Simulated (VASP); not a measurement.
Wanted: the native input for a VASP 6.6.1 run.

```
Task                   : single point
Functional             : PBE
Potentials or basis    : VASP PAW PBE potentials, release 64 (Sn_d, Ge_d)
Cutoff                 : 520 eV
k mesh                 : 12 × 12 × 12
Occupations            : fermi-dirac, width 0.15 eV
Spin                   : no spin polarisation
Dipole correction      : no
Further INCAR settings : ALGO = Normal; EDIFF = 1e-07; NBANDS = 28
```

The structure of SnGe2 lies in POSCAR:

```
SnGe2
1.0
    0.0000000000      3.3539608058      3.3539608058
    3.3539608058      0.0000000000      3.3539608058
    3.3539608058      3.3539608058      0.0000000000
Sn Ge
1 2
Direct
    0.0000000000      0.0000000000      0.0000000000
    0.7500000000      0.7500000000      0.7500000000
    0.2500000000      0.2500000000      0.2500000000
```

The input as run:

INCAR

```
ALGO = Normal
EDIFF = 1E-7
ENCUT = 520
GGA = PE
ISIF = 2
ISMEAR = -1
LASPH = T
LCHARG = F
LREAL = F
LWAVE = F
NBANDS = 28
NELM = 80
PREC = Accurate
SIGMA = 0.15
```

KPOINTS

```
k-points
0
Gamma
  12 12 12
```

Potentials or basis: VASP PAW PBE potentials, release 64 (Sn_d, Ge_d).

Launch:

```bash
$ cat potpaw_PBE.64/Sn_d/POTCAR potpaw_PBE.64/Ge_d/POTCAR > POTCAR
$ mpirun -np 1 vasp_std > vasp.out
```

It gave:

The pressure is 2.0 GPa and the band gap on the k mesh is zero (band 21 reaches 6.53 eV, above the bottom of band 22 at 4.93 eV).

Caveat: spin-orbit coupling is left out, which moves the levels of the heavy elements.

It took 74 s on 1 thread of Intel(R) Xeon(R) Platinum 8488C (Sapphire Rapids), with other jobs on the host, peak memory 0.29 GiB.
